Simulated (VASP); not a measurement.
# LiMo2 in VASP: notebook

Runs on LiMo2. Level: PBE. Tasks: single point.

Program: VASP 6.6.1. These are calculated values, not measurements. Logs are shortened: lines on timing, memory, paths and dates and some standing lists are left out, and cuts for length are marked.

## (1) The cell of the first run

It takes space group I4/mmm (No. 139, tetragonal). The conventional cell has a = 3.302 Å, b = 3.302 Å, c = 8.045 Å, α = 90.00°, β = 90.00°, γ = 90.00°. Within 3.5 Å of Li (site symmetry 4/mmm) lie 10 Mo at 2.66 to 2.70 Å and 4 Li at 3.30 Å. Mo (site symmetry 4mm) has 5 Li at 2.66 to 2.70 Å and 9 Mo at 2.67 to 3.30 Å within 3.5 Å.

## (2) Single point, PBE

INCAR

```
PREC = Accurate
ENCUT = 520
EDIFF = 1E-6
ISMEAR = 0
SIGMA = 0.2
LREAL = False
LASPH = True
NELM = 100
ALGO = Fast
ISIF = 2
LWAVE = False
LCHARG = True
GGA = PE
LELF = True
LVHAR = True
NBANDS = 40
```

KPOINTS

```
Automatic mesh
0
Gamma
  6 6 6
```

POSCAR

```
LiMo2
1.0
    1.6509342405     -1.6509342405     -4.0226510269
    1.6509342405     -1.6509342405      4.0226510269
   -3.3018684811     -3.3018684811      0.0000000000
Li Mo
2 4
Direct
    1.0000000000      0.0000000000      1.0000000000
    0.5000000000      0.5000000000      0.5000000000
    0.3303044371      0.6696955629      1.0000000000
    0.8303044371      0.1696955629      0.5000000000
    0.1696955629      0.8303044371      0.5000000000
    0.6696955629      0.3303044371      1.0000000000
```

Potentials or basis: VASP PAW PBE potentials, release 64 (Li_sv, Mo_sv).

Run with:

```sh
> cat potpaw_PBE.64/Li_sv/POTCAR potpaw_PBE.64/Mo_sv/POTCAR > POTCAR
> mpirun -np 1 vasp_std > vasp.out
```

OUTCAR:

```text
PREC = Accurate
   ENCUT = 520
   EDIFF = 1E-6
   ISMEAR = 0
   LREAL = False
   LASPH = True
   NELM = 100
   ISIF = 2
   GGA = PE

 ion  position               nearest neighbor table
   1  0.000  0.000  0.000-   3 2.66   6 2.66   6 2.70   3 2.70   6 2.70   3 2.70   4 2.70   5 2.70
                             5 2.70   4 2.70
   2  0.500  0.500  0.500-   4 2.66   5 2.66   5 2.70   4 2.70   5 2.70   4 2.70   3 2.70   6 2.70
                             3 2.70   6 2.70
   3  0.330  0.670  0.000-   1 2.66   6 2.67   6 2.67   5 2.67   5 2.67   1 2.70   1 2.70   2 2.70
                             2 2.70   6 2.73   4 3.30   4 3.30   4 3.30   4 3.30
   4  0.830  0.170  0.500-   2 2.66   5 2.67   5 2.67   6 2.67   6 2.67   2 2.70   2 2.70   1 2.70
                             1 2.70   5 2.73   3 3.30   3 3.30   3 3.30   3 3.30
   5  0.170  0.830  0.500-   2 2.66   4 2.67   4 2.67   3 2.67   3 2.67   2 2.70   2 2.70   1 2.70
                             1 2.70   4 2.73   6 3.30   6 3.30   6 3.30   6 3.30
   6  0.670  0.330  0.000-   1 2.66   3 2.67   3 2.67   4 2.67   4 2.67   1 2.70   1 2.70   2 2.70
                             2 2.70   3 2.73   5 3.30   5 3.30   5 3.30   5 3.30

  LATTYP: Found a base centered orthorhombic cell.
 ALAT       =     4.6695471870
 B/A-ratio  =     1.7229298113
 C/A-ratio  =     1.0000000000

  Lattice vectors:

 A1 = (   1.6509342405,  -1.6509342405,  -4.0226510269)
 A2 = (   1.6509342405,  -1.6509342405,   4.0226510269)
 A3 = (  -3.3018684811,  -3.3018684811,   0.0000000000)

Analysis of symmetry for initial positions (statically):
=====================================================================
 Subroutine PRICEL returns following result:

  LATTYP: Found a body centered tetragonal cell.
 ALAT       =     3.3018684811
 C/A-ratio  =     2.4365907061

  Lattice vectors:

 A1 = (   1.6509342406,   1.6509342406,   4.0226510269)
 A2 = (  -1.6509342406,  -1.6509342406,   4.0226510269)
 A3 = (   1.6509342405,  -1.6509342405,  -4.0226510269)

   2 primitive cells build up your supercell.

 Routine SETGRP: Setting up the symmetry group for a
 base centered orthorhombic supercell.

 Subroutine GETGRP returns: Found  8 space group operations
 (whereof  8 operations were pure point group operations)
 out of a pool of  8 trial point group operations.

The static configuration has the point symmetry D_2h.

Analysis of symmetry for dynamics (positions and initial velocities):
=====================================================================
 Subroutine PRICEL returns following result:

  LATTYP: Found a body centered tetragonal cell.
 ALAT       =     3.3018684811
 C/A-ratio  =     2.4365907061

  Lattice vectors:

 A1 = (   1.6509342406,   1.6509342406,   4.0226510269)
 A2 = (  -1.6509342406,  -1.6509342406,   4.0226510269)
 A3 = (   1.6509342405,  -1.6509342405,  -4.0226510269)

   2 primitive cells build up your supercell.

 Routine SETGRP: Setting up the symmetry group for a
 base centered orthorhombic supercell.

 Subroutine GETGRP returns: Found  8 space group operations
 (whereof  8 operations were pure point group operations)
 out of a pool of  8 trial point group operations.

The dynamic configuration has the point symmetry D_2h.

 Subroutine INISYM returns: Found  8 space group operations
 (whereof  8 operations are pure point group operations),
 and found     2 'primitive' translations

----------------------------------------------------------------------------------------

                                     Primitive cell

  volume of cell :      43.8563

  direct lattice vectors                    reciprocal lattice vectors
     1.650934241  1.650934241  4.022651027     0.302858822 -0.000000000  0.124296141
    -1.650934241 -1.650934241  4.022651027     0.000000000 -0.302858822  0.124296141
     1.650934241 -1.650934241 -4.022651027     0.302858822 -0.302858822 -0.000000000

  length of vectors
     4.651116965  4.651116965  4.651116964     0.327372872  0.327372872  0.428307054

  position of ions in fractional coordinates (direct lattice)
     0.000000000  0.000000000  0.000000000
     0.669695563  0.669695563  1.000000000
     0.330304437  0.330304437  1.000000000

  ion indices of the primitive-cell ions
   primitive index   ion index
                 1           1
                 2           3
                 3           6

----------------------------------------------------------------------------------------

 KPOINTS: Automatic mesh

Automatic generation of k-mesh.
 Grid dimensions read from file:
 generate k-points for:    6    6    6

 Generating k-lattice:

  Cartesian coordinates                     Fractional coordinates (reciprocal lattice)
     0.025238235 -0.025238235 -0.020716024     0.166666667 -0.000000000  0.000000000
     0.025238235 -0.025238235  0.020716024    -0.000000000  0.166666667  0.000000000
    -0.025238235 -0.025238235  0.000000000     0.000000000  0.000000000  0.166666667

  Length of vectors
     0.041268519  0.041268519  0.035692255

  Shift w.r.t. Gamma in fractional coordinates (k-lattice)
     0.000000000  0.000000000  0.000000000

 Subroutine IBZKPT returns following result:
 ===========================================

 Found     52 irreducible k-points:

 Following reciprocal coordinates:
            Coordinates               Weight
  0.000000  0.000000  0.000000      1.000000
  0.166667  0.000000  0.000000      4.000000
  0.333333  0.000000  0.000000      4.000000
  0.500000  0.000000  0.000000      2.000000
  0.166667  0.166667  0.000000      2.000000
  0.333333  0.166667  0.000000      4.000000
[... 16 lines left out ...]
  0.333333  0.333333  0.166667      4.000000
  0.500000  0.333333  0.166667      8.000000
 [... further k-points ...]
   k-points           NKPTS =     52   k-points in BZ     NKDIM =     52   number of bands    NBANDS=     40
   number of dos      NEDOS =    301   number of ions     NIONS =      6
   total plane-waves  NPLWV =  46656
   dimension x,y,z NGX =    36 NGY =   36 NGZ =   36
   dimension x,y,z NGXF=    72 NGYF=   72 NGZF=   72
   ions per type =               2   4
   NGX,Y,Z   is equivalent  to a cutoff of  12.87, 12.87, 12.82 a.u.
   NGXF,Y,Z  is equivalent  to a cutoff of  25.74, 25.74, 25.63 a.u.
 SYSTEM =  unknown system
   PREC   = accura    normal or accurate (medium, high low for compatibility)
   ISTART =      0    job   : 0-new  1-cont  2-samecut
   ICHARG =      2    charge: 1-file 2-atom 10-const
   ISPIN  =      1    spin polarized calculation?
   LNONCOLLINEAR =      F non collinear calculations
   LSORBIT =      F    spin-orbit coupling
   LASPH  =      T    aspherical Exc in radial PAW
   ENCUT  =  520.0 eV  38.22 Ry    6.18 a.u.   8.65  8.65  8.68*2*pi/ulx,y,z
   NELM   =    100;   NELMIN=  2; NELMDL= -5     # of ELM steps
   EDIFF  = 0.1E-05   stopping-criterion for ELM
   LREAL  =      F    real-space projection
   EDIFFG = 0.1E-04   stopping-criterion for IOM
   NSW    =      0    number of steps for IOM
   IBRION =     -1    ionic relax: 0-MD 1-quasi-New 2-CG
   NFREE  =      0    steps in history (QN), initial steepest desc. (CG)
   ISIF   =      2    stress and relaxation
   ISYM   =      2    0-nonsym 1-usesym 2-fastsym
   POTIM  = 0.5000    time-step for ionic-motion
   TEBEG  =    0.0;   TEEND  =   0.0 temperature during run
   PSTRESS=    0.0 pullay stress
   NELECT =      62.0000    total number of electrons
   NUPDOWN=      -1.0000    fix difference up-down
   EMIN   =  10.00;   EMAX   =-10.00  energy-range for DOS
   EFERMI =   0.00;   METHOD = LEGACY
   ISMEAR =     0;   SIGMA  =   0.20  broadening in eV -4-tet -1-fermi 0-gaus
   EFERMI_NEDOS =   21; number of points for ismear=-14 and -15
   IALGO  =     68    algorithm
   IMIX   =      4    mixing-type and parameters
     AMIX     =   0.40;   BMIX     =  1.00
     AMIX_MAG =   1.60;   BMIX_MAG =  1.00
  volume/ion in A,a.u.               =      14.62        98.65
  Fermi-wavevector in a.u.,A,eV,Ry     =   1.458315  2.755816 28.935285  2.126683
  Thomas-Fermi vector in A             =   2.575014
   LORBIT       =      0    0 simple, 1 ext, 2 COOP (PROOUT), +10 PAW based schemes
   GGA     = PE    functional components
   LHFCALC =     F    Hartree Fock is set to
   AEXX    =    0.0000 exact exchange contribution
   IVDW    =     0    specifies the selected vdW correction
   LEPSILON=     F    determine dielectric tensor
   LRPA    =     F    only Hartree local field effects (RPA)
 non-spin polarized calculation
 RMM-DIIS sequential band-by-band and
 Gauss-broadening in eV      SIGMA  =   0.20
  energy-cutoff  :      520.00
  volume of cell :       87.71
 maximum number of plane-waves:      2399
 NGX is ok and might be reduce to    36
   NGX = 17   NGY = 17   NGZ = 17

 number of electron      61.9999975 magnetization

 Free energy of the ion-electron system (eV)
  ---------------------------------------------------
  ext. energy  EPLUGINS =         0.00000000
  ---------------------------------------------------
  free energy    TOTEN  =       -45.03662538 eV

  energy without entropy =      -44.92654792  energy(sigma->0) =      -44.98158665

 E-fermi :   9.0959     XC(G=0): -12.0037

 val. band max:        9.0873618146   @ k =   0.3333   0.1667   0.0000
 cond. band min:       9.1339863906   @ k =   0.5000   0.5000   0.3333
 fundamental gap:      0.0466245760
 Fermi energy:         9.0958784075

 k-point     1 :       0.0000    0.0000    0.0000
  band No.  band energies     occupation
      1     -51.6224      2.00000
      2     -51.4565      2.00000
      3     -51.4012      2.00000
      4     -51.2776      2.00000
      5     -35.4828      2.00000
      6     -35.4774      2.00000
[... 32 lines left out ...]
     39      11.4859      0.00000
     40      12.6164      0.00000

 k-point     2 :       0.1667    0.0000    0.0000
  band No.  band energies     occupation
      1     -51.6084      2.00000
      2     -51.4503      2.00000
      3     -51.4106      2.00000
      4     -51.2891      2.00000
      5     -35.4827      2.00000
      6     -35.4780      2.00000
[... 32 lines left out ...]
     39      12.3380      0.00000
     40      12.6329      0.00000

 k-point     3 :       0.3333    0.0000    0.0000
  band No.  band energies     occupation
      1     -51.5700      2.00000
      2     -51.4674      2.00000
      3     -51.4018      2.00000
      4     -51.3205      2.00000
      5     -35.4823      2.00000
      6     -35.4797      2.00000
[... 32 lines left out ...]
     39      12.5902      0.00000
     40      12.6490      0.00000

 k-point     4 :       0.5000    0.0000    0.0000
  band No.  band energies     occupation
      1     -51.5176      2.00000
      2     -51.5176      2.00000
      3     -51.3626      2.00000
      4     -51.3626      2.00000
      5     -35.4813      2.00000
      6     -35.4813      2.00000
[... 32 lines left out ...]
     39      12.4592      0.00000
     40      12.4619      0.00000
[... 772 lines left out ...]
     39      12.3845      0.00000
     40      12.5190      0.00000

 k-point    23 :       0.3333    0.3333    0.1667
  band No.  band energies     occupation
      1     -51.5160      2.00000
      2     -51.4896      2.00000
      3     -51.3810      2.00000
      4     -51.3743      2.00000
      5     -35.4838      2.00000
      6     -35.4796      2.00000
[... 32 lines left out ...]
     39      12.2579      0.00000
     40      12.7918      0.00000

 k-point    24 :       0.5000    0.3333    0.1667
  band No.  band energies     occupation
      1     -51.5502      2.00000
      2     -51.4594      2.00000
      3     -51.4040      2.00000
      4     -51.3466      2.00000
      5     -35.4847      2.00000
      6     -35.4785      2.00000
[... 32 lines left out ...]
     39      11.9246      0.00000
     40      12.2925      0.00000

 [... further k-points ...]

------------------------ aborting loop because EDIFF is reached ----------------------------------------

  FORCE on cell =-STRESS in cart. coord.  units (eV):
  Direction    XX          YY          ZZ          XY          YZ          ZX
  --------------------------------------------------------------------------------------
  -------------------------------------------------------------------------------------
  Total        0.0633375      0.0633375      0.2307233     -0.0708119     -0.0000000      0.0000000
  in kB        1.1569360      1.1569360      4.2144433     -1.2934662     -0.0000000      0.0000000
  external PRESSURE =       2.1761051 kB  Pullay stress =       0.0000000 kB

 VOLUME and BASIS-vectors are now :
 -----------------------------------------------------------------------------
  energy-cutoff  :      520.00
  volume of cell :       87.71
      direct lattice vectors                 reciprocal lattice vectors
     1.650934241 -1.650934241 -4.022651027     0.151429411 -0.151429411 -0.124296141
     1.650934241 -1.650934241  4.022651027     0.151429411 -0.151429411  0.124296141
    -3.301868481 -3.301868481  0.000000000    -0.151429411 -0.151429411  0.000000000

 POSITION                                       TOTAL-FORCE (eV/Angst)
 -----------------------------------------------------------------------------------
      0.00000      0.00000      0.00000         0.000000      0.000000      0.000000
     -0.00000     -3.30187      0.00000         0.000000      0.000000      0.000000
      1.65093     -1.65093      1.36525        -0.000000     -0.000000     -0.071583
     -0.00000     -3.30187     -2.65740        -0.000000     -0.000000     -0.071583
     -0.00000     -3.30187      2.65740         0.000000      0.000000      0.071583
      1.65093     -1.65093     -1.36525        -0.000000     -0.000000      0.071583
 -----------------------------------------------------------------------------------
    total drift:                               -0.000000     -0.000000     -0.000000

  FREE ENERGIE OF THE ION-ELECTRON SYSTEM (eV)
  ---------------------------------------------------
  free  energy   TOTEN  =       -45.0366253797 eV

  energy  without entropy=      -44.9265479172  energy(sigma->0) =      -44.98158665
```

It took 3.8 min on 1 thread of Intel Xeon 6975P-C (Granite Rapids), shared host; peak memory 0.29 GiB.

What came out:

```yaml
Free_energy: -45.0366 eV
Largest_force: 0.072 eV/Å
Band_gap_on_the_k_mesh: zero (bands 31 and 32 overlap by 2.27 eV)
```

Forces on the atoms (eV/Å):
```
Li   0.000  0.000  0.000
Li   0.000  0.000  0.000
Mo   0.000  0.000 -0.072
Mo   0.000  0.000 -0.072
Mo   0.000  0.000  0.072
Mo   0.000  0.000  0.072
```

Levels at points of the mesh, in eV from the Fermi level:
| k point | band 29 | band 30 | band 31 | band 32 | band 33 | band 34 |
| --- | --- | --- | --- | --- | --- | --- |
| (0.00, 0.00, 0.00) | -0.11 | -0.11 | -0.11 | 0.26 | 0.41 | 0.42 |
| (0.50, 0.00, 0.00) | -1.61 | -1.61 | -0.09 | -0.09 | 0.62 | 0.62 |
| (0.50, 0.50, 0.00) | -0.86 | -0.76 | -0.11 | 0.65 | 1.29 | 1.32 |
| (0.00, 0.00, 0.50) | -0.98 | -0.98 | -0.60 | -0.60 | 0.59 | 0.59 |
| (0.50, 0.00, 0.50) | -1.57 | -1.57 | 1.67 | 1.67 | 1.68 | 1.68 |
| (0.50, 0.50, 0.50) | -1.56 | -1.56 | -0.02 | -0.02 | 0.65 | 0.65 |

Caveat: the cutoff is under 1.25 times the usual one of these potentials, so pressure, stress and relaxed cells hold a basis-set (Pulay) error.

(Part 1 of 2 ends here.)
